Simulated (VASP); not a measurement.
# CoSi (Pm-3m) in VASP: a series of runs, part 2 of 2

VASP 6.6.1.

## (3) Single point, PBE, collinear spin, ferromagnetic start (volume scaled by 0.98)

INCAR

```
SYSTEM = CoSi
ALGO = Normal ; EDIFF = 1E-6
ENCUT = 520 ; GGA = PE
ISIF = 2 ; ISMEAR = -1
ISPIN = 2 ; LASPH = .True.
LCHARG = .False. ; LMAXMIX = 4
LORBIT = 11 ; LREAL = .False.
LWAVE = .False. ; MAGMOM = 2 0
NBANDS = 18 ; NELM = 150
PREC = Accurate ; SIGMA = 0.05
```

KPOINTS

```
k-points
0
Gamma
  10 10 10
  0 0 0
```

POSCAR

```
CoSi
1.0
    2.7626667664      0.0000000000      0.0000000000
    0.0000000000      2.7626667664      0.0000000000
    0.0000000000      0.0000000000      2.7626667664
Co Si
1 1
Direct
    0.0000000000      0.0000000000      0.0000000000
    0.5000000000      0.5000000000      0.5000000000
```

Potentials or basis: VASP PAW PBE potentials, release 64 (Co, Si).

Started as:

```
> cat potpaw_PBE.64/Co/POTCAR potpaw_PBE.64/Si/POTCAR > POTCAR
> mpirun -np 1 vasp_std > vasp.out
```

OUTCAR:

```text
SYSTEM = CoSi
   EDIFF = 1E-6
   ENCUT = 520
   GGA = PE
   ISIF = 2
   ISMEAR = -1
   ISPIN = 2
   LASPH = .True.
   LORBIT = 11
   LREAL = .False.
   NELM = 150
   PREC = Accurate

 ion  position               nearest neighbor table
   1  0.000  0.000  0.000-   2 2.39   2 2.39   2 2.39   2 2.39   2 2.39   2 2.39   2 2.39   2 2.39

   2  0.500  0.500  0.500-   1 2.39   1 2.39   1 2.39   1 2.39   1 2.39   1 2.39   1 2.39   1 2.39

  LATTYP: Found a simple cubic cell.
 ALAT       =     2.7626667664

  Lattice vectors:

 A1 = (   2.7626667664,   0.0000000000,   0.0000000000)
 A2 = (   0.0000000000,   2.7626667664,   0.0000000000)
 A3 = (   0.0000000000,   0.0000000000,   2.7626667664)

Analysis of symmetry for initial positions (statically):
=====================================================================
 Subroutine PRICEL returns:
 Original cell was already a primitive cell.

 Routine SETGRP: Setting up the symmetry group for a
 simple cubic supercell.

 Subroutine GETGRP returns: Found 48 space group operations
 (whereof 48 operations were pure point group operations)
 out of a pool of 48 trial point group operations.

[... 1198 lines left out ...]

------------------------ aborting loop because EDIFF is reached ----------------------------------------

  FORCE on cell =-STRESS in cart. coord.  units (eV):
  Direction    XX          YY          ZZ          XY          YZ          ZX
  --------------------------------------------------------------------------------------
  -------------------------------------------------------------------------------------
  Total        0.6843454      0.6843454      0.6843454      0.0000000      0.0000000     -0.0000000
  in kB       51.9996521     51.9996521     51.9996521      0.0000000      0.0000000     -0.0000000
  external PRESSURE =      51.9996521 kB  Pullay stress =       0.0000000 kB

 VOLUME and BASIS-vectors are now :
 -----------------------------------------------------------------------------
  energy-cutoff  :      520.00
  volume of cell :       21.09
      direct lattice vectors                 reciprocal lattice vectors
     2.762666766  0.000000000  0.000000000     0.361969099  0.000000000  0.000000000
     0.000000000  2.762666766  0.000000000     0.000000000  0.361969099  0.000000000
     0.000000000  0.000000000  2.762666766     0.000000000  0.000000000  0.361969099

 POSITION                                       TOTAL-FORCE (eV/Angst)
 -----------------------------------------------------------------------------------
      0.00000      0.00000      0.00000         0.000000      0.000000      0.000000
      1.38133      1.38133      1.38133         0.000000      0.000000      0.000000
 -----------------------------------------------------------------------------------
    total drift:                                0.000000      0.000000      0.000000

  FREE ENERGIE OF THE ION-ELECTRON SYSTEM (eV)
  ---------------------------------------------------
  free  energy   TOTEN  =       -13.2844742769 eV

  energy  without entropy=      -13.2696986786  energy(sigma->0) =      -13.27708648

 total charge

# of ion       s       p       d       tot
------------------------------------------
    1        0.448   0.610   7.601   8.658
    2        0.709   0.878   0.000   1.587
--------------------------------------------------
tot          1.157   1.488   7.601  10.245

 magnetization (x)

# of ion       s       p       d       tot
------------------------------------------
    1        0.007   0.001   0.521   0.530
    2        0.002   0.012   0.000   0.013
--------------------------------------------------
tot          0.009   0.013   0.521   0.543
```

OSZICAR:

```text
N       E                     dE             d eps       ncg     rms          rms(c)
DAV:   1     0.472376281109E+02    0.47238E+02   -0.50809E+03  4120   0.766E+02
DAV:   2    -0.118871864188E+02   -0.59125E+02   -0.51999E+02  4530   0.168E+02
DAV:   3    -0.146132827970E+02   -0.27261E+01   -0.26652E+01  4746   0.375E+01
DAV:   4    -0.146459586706E+02   -0.32676E-01   -0.32639E-01  4742   0.368E+00
DAV:   5    -0.146466718639E+02   -0.71319E-03   -0.71312E-03  4822   0.556E-01    0.155E+01
DAV:   6    -0.172464306601E+02   -0.25998E+01   -0.33687E+01  4430   0.725E+01    0.168E+01
DAV:   7    -0.133108630950E+02    0.39356E+01   -0.18328E+01  4580   0.489E+01    0.280E+00
DAV:   8    -0.132991967910E+02    0.11666E-01   -0.14918E-01  4756   0.240E+00    0.153E+00
DAV:   9    -0.132856707954E+02    0.13526E-01   -0.22124E-02  5446   0.169E+00    0.612E-01
DAV:  10    -0.132845810110E+02    0.10898E-02   -0.73068E-04  5724   0.226E-01    0.200E-01
DAV:  11    -0.132844855854E+02    0.95426E-04   -0.14253E-04  4832   0.126E-01    0.876E-02
DAV:  12    -0.132844847873E+02    0.79816E-06   -0.92076E-05  5568   0.985E-02    0.353E-02
DAV:  13    -0.132844752632E+02    0.95240E-05   -0.14139E-06  3876   0.103E-02    0.132E-02
DAV:  14    -0.132844742769E+02    0.98637E-06   -0.65594E-07  2274   0.708E-03
   1 F= -.13284474E+02 E0= -.13277086E+02  d E =-.147756E-01  mag=     0.5312
```

stdout:

```text
POSCAR found type information on POSCAR CoSi
 POSCAR found :  2 types and       2 ions
 scaLAPACK will be used
 LDA part: xc-table for (Slater+PW92), standard interpolation
 POSCAR, INCAR and KPOINTS ok, starting setup
 FFT: planning ... GRIDC
 FFT: planning ... GRID_SOFT
 FFT: planning ... GRID
 WAVECAR not read
 entering main loop
```

It took 18 s on 1 thread of Intel Xeon 6975P-C (Granite Rapids), shared host; peak memory 0.17 GiB.

Results:

```
Free energy                                           : -13.2845 eV
Pressure                                              : 5.2 GPa
Net moment                                            : 0.53 μB per cell
Site moments                                          : Co +0.53; Si +0.01 μB
Valence electrons inside the program's atomic spheres : Co 8.66; Si 1.59
```

Caveat: the cell differs from its parent crystal (volume scaled by 0.98).

## (4) Single point, PBE, collinear spin, ferromagnetic start

This run uses another cell than the first one, of 10.76 Å³/atom, 1.042 times its volume.

INCAR

```
ALGO     = Normal         # electronic algorithm
EDIFF    = 1E-6           # SCF threshold, eV
ENCUT    = 520            # plane-wave cutoff, eV
GGA      = PE             # functional
ISIF     = 2              # what is computed and relaxed
ISMEAR   = -1             # smearing method
ISPIN    = 2              # spin polarisation
LASPH    = T              # aspherical terms in the spheres
LCHARG   = F              # write CHGCAR
LMAXMIX  = 4              # l up to which the mixer works
LORBIT   = 11             # projections on sites
LREAL    = F              # projectors in reciprocal space
LWAVE    = F              # write WAVECAR
MAGMOM   = 2 0            # initial moments
NBANDS   = 18             # bands
NELM     = 150            # most SCF steps
PREC     = Accurate       # precision mode
SIGMA    = 0.05           # smearing width, eV
```

KPOINTS

```
k-points
0
Gamma
  10 10 10
```

POSCAR

```
CoSi
1.0
    2.7813340000      0.0000000000      0.0000000000
    0.0000000000      2.7813340000      0.0000000000
    0.0000000000      0.0000000000      2.7813340000
Co Si
1 1
Direct
    0.0000000000      0.0000000000      0.0000000000
    0.5000000000      0.5000000000      0.5000000000
```

Started as:

```
> cat potpaw_PBE.64/Co/POTCAR potpaw_PBE.64/Si/POTCAR > POTCAR
> mpirun -np 1 vasp_std > vasp.out
```

It took 19 s on 1 thread of Intel Xeon 6975P-C (Granite Rapids), shared host; peak memory 0.16 GiB.

The run converged. Its results:

```
Free energy                                           : -13.2920 eV
Pressure                                              : 0.6 GPa
Net moment                                            : 0.54 μB per cell
Site moments                                          : Co +0.54; Si +0.01 μB
Valence electrons inside the program's atomic spheres : Co 8.61; Si 1.57
```

Levels at points of the mesh, in eV from the Fermi level:
Spin up:
```csv
k point,band 4,band 5,band 6,band 7,band 8,band 9,band 10,band 11
"(0.00, 0.00, 0.00)",-1.60,-1.60,-1.60,2.95,2.95,2.95,7.39,7.39
"(0.50, 0.00, 0.00)",-2.84,-2.84,-1.45,-0.78,6.62,8.00,8.00,9.40
"(0.50, 0.50, 0.00)",-4.23,-2.39,-2.39,-1.10,1.30,1.64,8.03,13.42
"(0.50, 0.50, 0.50)",-1.73,-1.06,-1.06,1.26,1.26,1.26,3.39,3.39
```
Spin down:
```tsv
k point	band 2	band 3	band 4	band 5	band 6	band 7	band 8	band 9	band 10	band 11
(0.00, 0.00, 0.00)	-3.58	-3.58	-1.24	-1.24	-1.24	2.96	2.96	2.96	7.66	7.66
(0.50, 0.00, 0.00)	-8.81	-2.73	-2.55	-2.55	-1.08	0.06	6.62	8.10	8.10	9.43
(0.50, 0.50, 0.00)	-5.29	-5.29	-3.80	-2.07	-2.07	-0.20	1.61	2.12	8.04	13.43
(0.50, 0.50, 0.50)	-5.86	-5.86	-1.72	-0.16	-0.16	1.28	1.28	1.28	3.63	3.63
```

## (5) Single point, PBE, collinear spin, ferromagnetic start

This run uses another cell than the first one, of 10.76 Å³/atom, 1.042 times its volume.

INCAR

```
SYSTEM = CoSi
PREC = Accurate ; ENCUT = 520
EDIFF = 1E-6 ; ISMEAR = -1
SIGMA = 0.05 ; LREAL = .False.
LASPH = .True. ; NELM = 150
ALGO = Normal ; ISIF = 2
LWAVE = .False. ; LCHARG = .False.
ISPIN = 2 ; MAGMOM = 2 0
LORBIT = 11 ; LMAXMIX = 4
GGA = PE ; NBANDS = 18
```

KPOINTS

```
Automatic mesh
0
Gamma
  10 10 10
  0 0 0
```

POSCAR is that of step 4.

Started as:

```
> cat potpaw_PBE.64/Co/POTCAR potpaw_PBE.64/Si/POTCAR > POTCAR
> mpirun -np 1 vasp_std > vasp.out
```

It took 19 s on 1 thread of Intel Xeon 6975P-C (Granite Rapids), shared host; peak memory 0.17 GiB.

The run converged. Its results:

| Quantity | Value |
| --- | --- |
| Free energy | -13.2920 eV |
| Pressure | 0.6 GPa |
| Net moment | 0.54 μB per cell |
| Site moments | Co +0.54; Si +0.01 μB |
| Valence electrons inside the program's atomic spheres | Co 8.61; Si 1.57 |

Levels at points of the mesh, in eV from the Fermi level:
Spin up:
```
           k point  band 4  band 5  band 6  band 7  band 8  band 9  band 10  band 11
(0.00, 0.00, 0.00)   -1.60   -1.60   -1.60    2.95    2.95    2.95     7.39     7.39
(0.50, 0.00, 0.00)   -2.84   -2.84   -1.45   -0.78    6.62    8.00     8.00     9.40
(0.50, 0.50, 0.00)   -4.23   -2.39   -2.39   -1.10    1.30    1.64     8.03    13.42
(0.50, 0.50, 0.50)   -1.73   -1.06   -1.06    1.26    1.26    1.26     3.39     3.39
```
Spin down:
```
           k point  band 3  band 4  band 5  band 6  band 7  band 8  band 9  band 10
(0.00, 0.00, 0.00)   -3.58   -1.24   -1.24   -1.24    2.96    2.96    2.96     7.66
(0.50, 0.00, 0.00)   -2.73   -2.55   -2.55   -1.08    0.06    6.62    8.10     8.10
(0.50, 0.50, 0.00)   -5.29   -3.80   -2.07   -2.07   -0.20    1.61    2.12     8.04
(0.50, 0.50, 0.50)   -5.86   -1.72   -0.16   -0.16    1.28    1.28    1.28     3.63
```

## (6) Single point, PBE, collinear spin, ferromagnetic start (volume scaled by 1.02)

INCAR

```
SYSTEM = CoSi
ALGO     = Normal         ! electronic algorithm
EDIFF    = 1E-7           ! SCF threshold, eV
ENCUT    = 520            ! plane-wave cutoff, eV
GGA      = PE             ! functional
ISIF     = 2              ! what is computed and relaxed
ISMEAR   = -1             ! smearing method
ISPIN    = 2              ! spin polarisation
LASPH    = .TRUE.         ! aspherical terms in the spheres
LCHARG   = .TRUE.         ! write CHGCAR
LELF     = .TRUE.         ! ELF
LMAXMIX  = 4              ! l up to which the mixer works
LORBIT   = 11             ! projections on sites
LREAL    = .FALSE.        ! projectors in reciprocal space
LVHAR    = .TRUE.       
LWAVE    = .FALSE.        ! write WAVECAR
MAGMOM   = 2 0            ! initial moments
NBANDS   = 18             ! bands
NELM     = 150            ! most SCF steps
PREC     = Accurate       ! precision mode
SIGMA    = 0.05           ! smearing width, eV
```

KPOINTS

```
k-points
0
G
  10 10 10
  0 0 0
```

POSCAR

```
CoSi
1.0
    2.7997539673      0.0000000000      0.0000000000
    0.0000000000      2.7997539673      0.0000000000
    0.0000000000      0.0000000000      2.7997539673
Co Si
1 1
Direct
    0.0000000000      0.0000000000      0.0000000000
    0.5000000000      0.5000000000      0.5000000000
```

Potentials or basis: VASP PAW PBE potentials, release 64 (Co, Si).

Started as:

```
> cat potpaw_PBE.64/Co/POTCAR potpaw_PBE.64/Si/POTCAR > POTCAR
> mpirun -np 1 vasp_std > vasp.out
```

It took 21 s on 1 thread of Intel Xeon 6975P-C (Granite Rapids), shared host; peak memory 0.17 GiB.

It converged, with:

| Item | Value |
| --- | --- |
| Free energy | -13.2880 eV |
| Pressure | -3.5 GPa |
| Net moment | 0.55 μB per cell |
| Site moments | Co +0.56; Si +0.01 μB |
| Valence electrons inside the program's atomic spheres | Co 8.56; Si 1.56 |

Levels at points of the mesh, in eV from the Fermi level:
Spin up:
```tsv
k point	band 3	band 4	band 5	band 6	band 7	band 8	band 9	band 10	band 11	band 12
(0.00, 0.00, 0.00)	-4.07	-1.57	-1.57	-1.57	2.89	2.89	2.89	7.34	7.34	11.61
(0.50, 0.00, 0.00)	-3.37	-2.79	-2.79	-1.43	-0.80	6.65	7.82	7.82	9.32	9.32
(0.50, 0.50, 0.00)	-5.21	-4.14	-2.34	-2.34	-1.11	1.21	1.59	7.87	13.26	14.34
(0.50, 0.50, 0.50)	-5.87	-1.85	-1.07	-1.07	1.29	1.29	1.29	3.29	3.29	3.29
```
Spin down:
```tsv
k point	band 3	band 4	band 5	band 6	band 7	band 8	band 9	band 10
(0.00, 0.00, 0.00)	-3.46	-1.21	-1.21	-1.21	2.90	2.90	2.90	7.60
(0.50, 0.00, 0.00)	-2.64	-2.49	-2.49	-1.06	0.06	6.64	7.91	7.91
(0.50, 0.50, 0.00)	-5.21	-3.70	-2.01	-2.01	-0.19	1.52	2.08	7.87
(0.50, 0.50, 0.50)	-5.74	-1.84	-0.15	-0.15	1.31	1.31	1.31	3.54
```

Caveat: the cell differs from its parent crystal (volume scaled by 1.02).

## (7) Summary

```csv
cell,gap on the mesh (eV),pressure (GPa),moment (μB)
"a = 2.744 Å, 2 atoms",none,10.1,0.52
"a = 2.763 Å, 2 atoms",none,5.2,0.53
"a = 2.781 Å, 2 atoms",none,0.6,0.54
"a = 2.800 Å, 2 atoms",none,-3.5,0.55
```

Alike in all rows: task single point; level PBE; potentials or basis VASP PAW PBE potentials, release 64 (Co, Si); spin collinear, ferromagnetic start; k mesh 10 × 10 × 10; cutoff (eV) 520; smearing fermi-dirac 0.05 eV.

Absolute energies hang on the potentials; compare differences alone.
